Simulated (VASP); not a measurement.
# HfB2 (P6/mmm) in VASP: notebook

Runs on HfB2. Level: PBEsol. Tasks: single point.

Program: VASP 6.6.1. These are calculated values, not measurements. Logs are shortened: lines on timing, memory, paths and dates and some standing lists are left out, and cuts for length are marked.

### 1 The cell of the first run

The structure is hexagonal, space group P6/mmm (No. 191). Conventional cell: a = 3.006 Å, b = 3.006 Å, c = 3.284 Å, α = 90.00°, β = 90.00°, γ = 120.00°. Hf (site symmetry 6/mmm) has 12 B at 2.39 Å and 8 Hf at 3.01 to 3.28 Å within 3.3 Å. Within 2.4 Å of B (site symmetry -6m2) lie 3 B at 1.74 Å and 6 Hf at 2.39 Å.

### 2 Single point, PBEsol (8.56 Å³/atom)

INCAR reads:

```
SYSTEM = HfB2
PREC     = Accurate       ! precision mode
ENCUT    = 520            ! plane-wave cutoff, eV
EDIFF    = 1E-6           ! SCF threshold, eV
ISMEAR   = 0              ! smearing method
SIGMA    = 0.1            ! smearing width, eV
LREAL    = .FALSE.        ! projectors in reciprocal space
LASPH    = .TRUE.         ! aspherical terms in the spheres
NELM     = 80             ! most SCF steps
ALGO     = Normal         ! electronic algorithm
ISIF     = 2              ! what is computed and relaxed
LWAVE    = .FALSE.        ! write WAVECAR
LCHARG   = .TRUE.         ! write CHGCAR
GGA      = PS             ! functional
LELF     = .TRUE.         ! ELF
LVHAR    = .TRUE.       
NBANDS   = 15             ! bands
```

KPOINTS reads:

```
regular mesh
0
G
  18 18 12
  0 0 0
```

POSCAR reads:

```
HfB2
1.0
    3.0058625941      0.0000000000      0.0000000000
   -1.5029312971      2.6031533668      0.0000000000
    0.0000000000      0.0000000000      3.2836641112
Hf B
1 2
Direct
    0.0000000000      0.0000000000      0.0000000000
    0.3333333333      0.6666666667      0.5000000000
    0.6666666667      0.3333333333      0.5000000000
```

Potentials or basis: VASP PAW PBE potentials, release 64 (Hf_pv, B).

Command:

```sh
$ cat potpaw_PBE.64/Hf_pv/POTCAR potpaw_PBE.64/B/POTCAR > POTCAR
$ mpirun -np 1 vasp_std > vasp.out
```

OUTCAR:

```text
SYSTEM = HfB2
   PREC = Accurate
   ENCUT = 520
   EDIFF = 1E-6
   ISMEAR = 0
   LREAL = .FALSE.
   LASPH = .TRUE.
   NELM = 80
   ISIF = 2
   GGA = PS

 ion  position               nearest neighbor table
   1  0.000  0.000  0.000-   2 2.39   3 2.39   2 2.39   3 2.39   3 2.39   3 2.39   2 2.39   2 2.39
                             3 2.39   3 2.39   2 2.39   2 2.39
   2  0.333  0.667  0.500-   3 1.74   3 1.74   3 1.74   1 2.39   1 2.39   1 2.39   1 2.39   1 2.39
                             1 2.39
   3  0.667  0.333  0.500-   2 1.74   2 1.74   2 1.74   1 2.39   1 2.39   1 2.39   1 2.39   1 2.39
                             1 2.39

  LATTYP: Found a hexagonal cell.
 ALAT       =     3.0058625941
 C/A-ratio  =     1.0924198989

  Lattice vectors:

 A1 = (   3.0058625941,   0.0000000000,   0.0000000000)
 A2 = (  -1.5029312971,   2.6031533668,   0.0000000000)
 A3 = (   0.0000000000,   0.0000000000,   3.2836641112)

Analysis of symmetry for initial positions (statically):
=====================================================================
 Subroutine PRICEL returns:
 Original cell was already a primitive cell.

 Routine SETGRP: Setting up the symmetry group for a
 hexagonal supercell.

 Subroutine GETGRP returns: Found 24 space group operations
 (whereof 24 operations were pure point group operations)
 out of a pool of 24 trial point group operations.

The static configuration has the point symmetry D_6h.

Analysis of symmetry for dynamics (positions and initial velocities):
=====================================================================
 Subroutine PRICEL returns:
 Original cell was already a primitive cell.

 Routine SETGRP: Setting up the symmetry group for a
 hexagonal supercell.

 Subroutine GETGRP returns: Found 24 space group operations
 (whereof 24 operations were pure point group operations)
 out of a pool of 24 trial point group operations.

The dynamic configuration has the point symmetry D_6h.

 Subroutine INISYM returns: Found 24 space group operations
 (whereof 24 operations are pure point group operations),
 and found     1 'primitive' translations

----------------------------------------------------------------------------------------

                                     Primitive cell

  volume of cell :      25.6938

  direct lattice vectors                    reciprocal lattice vectors
     3.005862594  0.000000000  0.000000000     0.332683204  0.192074738  0.000000000
    -1.502931297  2.603153367  0.000000000     0.000000000  0.384149475  0.000000000
     0.000000000  0.000000000  3.283664111     0.000000000  0.000000000  0.304537847

  length of vectors
     3.005862594  3.005862594  3.283664111     0.384149475  0.384149475  0.304537847

  position of ions in fractional coordinates (direct lattice)
     0.000000000  0.000000000  0.000000000
     0.333333333  0.666666667  0.500000000
     0.666666667  0.333333333  0.500000000

  ion indices of the primitive-cell ions
   primitive index   ion index
                 1           1
                 2           2
                 3           3

----------------------------------------------------------------------------------------

 KPOINTS: regular mesh

Automatic generation of k-mesh.
 Grid dimensions read from file:
 generate k-points for:   18   18   12

 Generating k-lattice:

  Cartesian coordinates                     Fractional coordinates (reciprocal lattice)
     0.018482400  0.010670819  0.000000000     0.055555556  0.000000000  0.000000000
     0.000000000  0.021341638  0.000000000     0.000000000  0.055555556  0.000000000
     0.000000000  0.000000000  0.025378154     0.000000000  0.000000000  0.083333333

  Length of vectors
     0.021341638  0.021341638  0.025378154

  Shift w.r.t. Gamma in fractional coordinates (k-lattice)
     0.000000000  0.000000000  0.000000000

 Subroutine IBZKPT returns following result:
 ===========================================

 Found    259 irreducible k-points:

 Following reciprocal coordinates:
            Coordinates               Weight
  0.000000  0.000000  0.000000      1.000000
  0.055556 -0.000000  0.000000      6.000000
  0.111111 -0.000000  0.000000      6.000000
  0.166667 -0.000000  0.000000      6.000000
  0.222222  0.000000  0.000000      6.000000
  0.277778  0.000000  0.000000      6.000000
[... 16 lines left out ...]
  0.333333  0.111111  0.000000     12.000000
  0.388889  0.111111  0.000000     12.000000
 [... further k-points ...]
   k-points           NKPTS =    259   k-points in BZ     NKDIM =    259   number of bands    NBANDS=     15
   number of dos      NEDOS =    301   number of ions     NIONS =      3
   total plane-waves  NPLWV =  13824
   dimension x,y,z NGX =    24 NGY =   24 NGZ =   24
   dimension x,y,z NGXF=    48 NGYF=   48 NGZF=   48
   ions per type =               1   2
   NGX,Y,Z   is equivalent  to a cutoff of  13.27, 13.27, 12.15 a.u.
   NGXF,Y,Z  is equivalent  to a cutoff of  26.55, 26.55, 24.30 a.u.
 SYSTEM =  HfB2
   PREC   = accura    normal or accurate (medium, high low for compatibility)
   ISTART =      0    job   : 0-new  1-cont  2-samecut
   ICHARG =      2    charge: 1-file 2-atom 10-const
   ISPIN  =      1    spin polarized calculation?
   LNONCOLLINEAR =      F non collinear calculations
   LSORBIT =      F    spin-orbit coupling
   LASPH  =      T    aspherical Exc in radial PAW
   ENCUT  =  520.0 eV  38.22 Ry    6.18 a.u.   5.59  5.59  6.11*2*pi/ulx,y,z
   NELM   =     80;   NELMIN=  2; NELMDL= -5     # of ELM steps
   EDIFF  = 0.1E-05   stopping-criterion for ELM
   LREAL  =      F    real-space projection
   EDIFFG = 0.1E-04   stopping-criterion for IOM
   NSW    =      0    number of steps for IOM
   IBRION =     -1    ionic relax: 0-MD 1-quasi-New 2-CG
   NFREE  =      0    steps in history (QN), initial steepest desc. (CG)
   ISIF   =      2    stress and relaxation
   ISYM   =      2    0-nonsym 1-usesym 2-fastsym
   POTIM  = 0.5000    time-step for ionic-motion
   TEBEG  =    0.0;   TEEND  =   0.0 temperature during run
   PSTRESS=    0.0 pullay stress
   NELECT =      16.0000    total number of electrons
   NUPDOWN=      -1.0000    fix difference up-down
   EMIN   =  10.00;   EMAX   =-10.00  energy-range for DOS
   EFERMI =   0.00;   METHOD = LEGACY
   ISMEAR =     0;   SIGMA  =   0.10  broadening in eV -4-tet -1-fermi 0-gaus
   EFERMI_NEDOS =   21; number of points for ismear=-14 and -15
   IALGO  =     38    algorithm
   IMIX   =      4    mixing-type and parameters
     AMIX     =   0.40;   BMIX     =  1.00
     AMIX_MAG =   1.60;   BMIX_MAG =  1.00
  volume/ion in A,a.u.               =       8.56        57.80
  Fermi-wavevector in a.u.,A,eV,Ry     =   1.397995  2.641828 26.591091  1.954390
  Thomas-Fermi vector in A             =   2.521197
   LORBIT       =      0    0 simple, 1 ext, 2 COOP (PROOUT), +10 PAW based schemes
   GGA     = PS    functional components
   LHFCALC =     F    Hartree Fock is set to
   AEXX    =    0.0000 exact exchange contribution
   IVDW    =     0    specifies the selected vdW correction
   LEPSILON=     F    determine dielectric tensor
   LRPA    =     F    only Hartree local field effects (RPA)
 non-spin polarized calculation
 Gauss-broadening in eV      SIGMA  =   0.10
  energy-cutoff  :      520.00
  volume of cell :       25.69
 maximum number of plane-waves:       710
 NGX is ok and might be reduce to    24
   NGX = 11   NGY = 11   NGZ = 13

 number of electron      16.0000000 magnetization

 Free energy of the ion-electron system (eV)
  ---------------------------------------------------
  ext. energy  EPLUGINS =         0.00000000
  ---------------------------------------------------
  free energy    TOTEN  =       -27.43752283 eV

  energy without entropy =      -27.43656622  energy(sigma->0) =      -27.43704452

 E-fermi :   8.7899     XC(G=0): -13.3781

 val. band max:        8.7679910768   @ k =   0.0556  -0.0000   0.2500
 cond. band min:       8.8184009857   @ k =   0.3889   0.2222   0.0000
 fundamental gap:      0.0504099090
 Fermi energy:         8.7899130226

 k-point     1 :       0.0000    0.0000    0.0000
  band No.  band energies     occupation
      1     -21.3809      2.00000
      2     -20.6800      2.00000
      3     -20.6800      2.00000
      4      -5.7887      2.00000
      5       5.3534      2.00000
      6       5.4067      2.00000
      7       5.4067      2.00000
      8       6.2292      2.00000
      9      13.4898      0.00000
     10      13.4898      0.00000
     11      14.3017      0.00000
     12      14.3017      0.00000
     13      14.3725      0.00000
     14      14.3725      0.00000
     15      14.6542      0.00000

 k-point     2 :       0.0556   -0.0000    0.0000
  band No.  band energies     occupation
      1     -21.3742      2.00000
      2     -20.7209      2.00000
      3     -20.6887      2.00000
      4      -5.7095      2.00000
      5       5.2160      2.00000
      6       5.4169      2.00000
      7       5.4305      2.00000
      8       6.1375      2.00000
      9      13.3824      0.00000
     10      13.4305      0.00000
     11      13.6101      0.00000
     12      13.6366      0.00000
     13      14.7741      0.00000
     14      15.2472      0.00000
     15      15.3377      0.00000

 k-point     3 :       0.1111   -0.0000    0.0000
  band No.  band energies     occupation
      1     -21.3549      2.00000
      2     -20.8371      2.00000
      3     -20.7137      2.00000
      4      -5.4781      2.00000
      5       4.7072      2.00000
      6       5.4386      2.00000
      7       5.6409      2.00000
      8       5.8914      2.00000
      9      12.4286      0.00000
     10      13.1812      0.00000
     11      13.2657      0.00000
     12      13.8591      0.00000
     13      15.3469      0.00000
     14      16.1877      0.00000
     15      16.3350      0.00000

 k-point     4 :       0.1667   -0.0000    0.0000
  band No.  band energies     occupation
      1     -21.3251      2.00000
      2     -21.0103      2.00000
      3     -20.7518      2.00000
      4      -5.1111      2.00000
      5       4.0055      2.00000
      6       5.4495      2.00000
      7       5.5554      2.00000
      8       5.9145      2.00000
      9      11.6617      0.00000
     10      12.9999      0.00000
     11      13.0279      0.00000
     12      13.8728      0.00000
     13      15.8620      0.00000
     14      16.7005      0.00000
     15      17.2199      0.00000
[... 307 lines left out ...]
 k-point    22 :       0.2778    0.1111    0.0000
  band No.  band energies     occupation
      1     -21.6115      2.00000
      2     -21.2015      2.00000
      3     -20.9682      2.00000
      4      -3.2304      2.00000
      5       1.6439      2.00000
      6       4.1331      2.00000
      7       4.6293      2.00000
      8       7.0808      2.00000
      9      10.1094      0.00000
     10      11.1636      0.00000
     11      14.7706      0.00000
     12      14.9007      0.00000
     13      16.8391      0.00000
     14      18.8696      0.00000
     15      20.5457      0.00000

 k-point    23 :       0.3333    0.1111    0.0000
  band No.  band energies     occupation
      1     -21.7422      2.00000
      2     -21.1727      2.00000
      3     -21.0159      2.00000
      4      -2.5544      2.00000
      5       0.8834      2.00000
      6       3.8658      2.00000
      7       4.4748      2.00000
      8       7.0277      2.00000
      9       9.6068      0.00000
     10      11.9444      0.00000
     11      14.5757      0.00000
     12      15.6926      0.00000
     13      16.7996      0.00000
     14      20.0001      0.00000
     15      20.1252      0.00000

 k-point    24 :       0.3889    0.1111    0.0000
  band No.  band energies     occupation
      1     -21.8261      2.00000
      2     -21.1538      2.00000
      3     -21.0468      2.00000
      4      -1.8944      2.00000
      5       0.1713      2.00000
      6       3.6944      2.00000
      7       4.3834      2.00000
      8       6.9402      2.00000
      9       9.2901      0.00000
     10      12.9358      0.00000
     11      14.4506      0.00000
     12      15.4969      0.00000
     13      17.4467      0.00000
     14      19.1394      0.00000
     15      21.2032      0.00000

 [... further k-points ...]

------------------------ aborting loop because EDIFF is reached ----------------------------------------

  FORCE on cell =-STRESS in cart. coord.  units (eV):
  Direction    XX          YY          ZZ          XY          YZ          ZX
  --------------------------------------------------------------------------------------
  -------------------------------------------------------------------------------------
  Total        6.9045495      6.9045495      7.0636214     -0.0000000     -0.0000000      0.0000000
  in kB      430.5447757    430.5447757    440.4639711     -0.0000000     -0.0000000      0.0000000
  external PRESSURE =     433.8511742 kB  Pullay stress =       0.0000000 kB

 VOLUME and BASIS-vectors are now :
 -----------------------------------------------------------------------------
  energy-cutoff  :      520.00
  volume of cell :       25.69
      direct lattice vectors                 reciprocal lattice vectors
     3.005862594  0.000000000  0.000000000     0.332683204  0.192074738  0.000000000
    -1.502931297  2.603153367  0.000000000     0.000000000  0.384149475  0.000000000
     0.000000000  0.000000000  3.283664111     0.000000000  0.000000000  0.304537847

 POSITION                                       TOTAL-FORCE (eV/Angst)
 -----------------------------------------------------------------------------------
      0.00000      0.00000      0.00000        -0.000000      0.000000      0.000000
     -0.00000      1.73544      1.64183         0.000000     -0.000000     -0.000000
      1.50293      0.86772      1.64183        -0.000000      0.000000      0.000000
 -----------------------------------------------------------------------------------
    total drift:                               -0.000000      0.000000      0.000000

  FREE ENERGIE OF THE ION-ELECTRON SYSTEM (eV)
  ---------------------------------------------------
  free  energy   TOTEN  =       -27.4375228295 eV

  energy  without entropy=      -27.4365662166  energy(sigma->0) =      -27.43704452
```

Wall time 31 s (1 thread of Intel Xeon Platinum 8559C (Emerald Rapids), shared host); peak memory 0.22 GiB.

What came out:

* Free energy: -27.4375 eV
* Pressure: 43.4 GPa
* Band gap on the k mesh: zero (bands 8 and 9 overlap by 1.28 eV)

Levels at points of the mesh, in eV from the Fermi level:
```csv
k point,band 5,band 6,band 7,band 8,band 9,band 10,band 11,band 12
"(0.00, 0.00, 0.00)",-3.44,-3.38,-3.38,-2.56,4.70,4.70,5.51,5.51
"(0.50, 0.00, 0.00)",-9.08,-4.63,-3.65,-3.43,2.50,3.13,6.60,6.69
"(0.00, 0.00, 0.50)",-8.97,-1.33,-1.33,0.11,0.11,1.03,1.03,2.87
"(0.50, 0.00, 0.50)",-7.62,-5.65,-5.33,-2.34,4.80,5.20,7.34,8.79
```

Caveat: the cell stands under pressure; the PAW data sets were made with another functional, which shifts forces and pressure a little; spin-orbit coupling is left out, which moves the levels of the heavy elements.

### 3 Single point, PBEsol (8.86 Å³/atom)

This run uses another cell than the first one, of 8.86 Å³/atom.

INCAR reads:

```
SYSTEM = HfB2
ALGO = Normal
EDIFF = 1E-6
ENCUT = 520
GGA = PS
ISIF = 2
ISMEAR = 0
LASPH = .TRUE.
LCHARG = .FALSE.
LREAL = .FALSE.
LWAVE = .FALSE.
NBANDS = 15
NELM = 80
PREC = Accurate
SIGMA = 0.1
```

KPOINTS reads:

```
k-points
0
G
  18 18 12
  0 0 0
```

POSCAR reads:

```
HfB2
1.0
    3.0376881488      0.0000000000      0.0000000000
   -1.5188440744      2.6307151056      0.0000000000
    0.0000000000      0.0000000000      3.3248290526
Hf B
1 2
Direct
    0.0000000000      0.0000000000      0.0000000000
    0.3333333333      0.6666666667      0.5000000000
    0.6666666667      0.3333333333      0.5000000000
```

Potentials or basis: VASP PAW PBE potentials, release 64 (Hf_pv, B).

Command:

```sh
$ cat potpaw_PBE.64/Hf_pv/POTCAR potpaw_PBE.64/B/POTCAR > POTCAR
$ mpirun -np 1 vasp_std > vasp.out
```

Wall time 35 s (1 thread of Intel Xeon Platinum 8559C (Emerald Rapids), shared host); peak memory 0.23 GiB.

Results (log left out):

```yaml
Free_energy: -27.6377 eV
Pressure: 30.0 GPa
Band_gap_on_the_k_mesh: zero (bands 8 and 9 overlap by 1.27 eV)
```

Stress tensor (GPa, compression positive):
```
29.70  0.00  0.00
 0.00 29.70  0.00
 0.00  0.00 30.47
```

Levels at points of the mesh, in eV from the Fermi level:
```tsv
k point	band 6	band 7	band 8	band 9	band 10	band 11
(0.00, 0.00, 0.00)	-3.29	-3.29	-2.62	4.51	4.51	5.36
(0.50, 0.00, 0.00)	-4.51	-3.61	-3.32	2.40	3.01	6.36
(0.00, 0.00, 0.50)	-1.31	-1.31	0.12	0.12	1.00	1.00
(0.50, 0.00, 0.50)	-5.51	-5.20	-2.45	4.59	4.94	7.05
```

Caveat: the cell stands under pressure; the PAW data sets were made with another functional, which shifts forces and pressure a little; spin-orbit coupling is left out, which moves the levels of the heavy elements.

[end of part 1 of 2]

The gap in the log of VASP goes by the Fermi energy; the results here count the filled bands.